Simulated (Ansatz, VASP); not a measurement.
## AgI in VASP and in Ansatz

```
Ag I
1.0
     0.00000    3.22491    3.22491
     3.22491    0.00000    3.22491
     3.22491    3.22491    0.00000
Ag I
1 1
Direct
  0.00000 0.00000 0.00000
  0.75000 0.75000 0.75000
```

Alike in both runs: task single point; functional PBEsol; k mesh 8 × 8 × 8; occupations gaussian, width 0.05 eV; no spin polarisation.

|  | VASP | Ansatz |
| --- | --- | --- |
| version | VASP 6.6.1 | Ansatz 0.2.0 |
| potentials or method | VASP PAW PBE potentials, release 64 (Ag, I), cutoff 500 eV | scalar-relativistic, plane waves, PAW |
| valence electrons in the cell | 18 | 36 |

```tsv
	VASP	Ansatz	Ansatz less VASP
pressure (GPa)	0.0	0.0	+0.03
```

VASP's potentials were made for PBE, not for PBEsol. VASP's potentials hold 18 valence electrons a cell and Ansatz's 36, so a difference there can come from the potentials and not from the codes. Ansatz's warnings: force scf threshold loose, stress scf threshold loose.

Spin-orbit coupling is off throughout.
